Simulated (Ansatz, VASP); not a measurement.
**Two plane-wave programs on Al**

```xyz
1
Lattice="2.0251 -2.0205 -0.0415 2.0251 2.0205 -0.0415 -1.9810 0.0000 2.0554" Properties=species:S:1:pos:R:3 pbc="T T T"
Al    1.0346    0.0000    0.9862
```

Alike in both runs: functional PBE; k mesh 24 × 24 × 26; occupations gaussian, width 0.1 eV; no spin polarisation.

Ansatz relaxed the structure, and its values are those at the end. VASP's run is a single point on that final structure, the one shown.

```csv
,VASP,Ansatz
version,VASP 6.6.1,Ansatz 0.2.0
potentials or method,"VASP PAW PBE potentials, release 64 (Al), cutoff 520 eV","scalar-relativistic, plane waves, PAW"
valence electrons in the cell,3,3
```

|  | VASP | Ansatz | Ansatz less VASP |
| --- | --- | --- | --- |
| gap on the k mesh at the Fermi level (eV) | none | none | - |
| pressure (GPa) | 0.0 | 0.0 | +0.04 |

A gap of «none» marks a metal or a gap that the smearing closes.
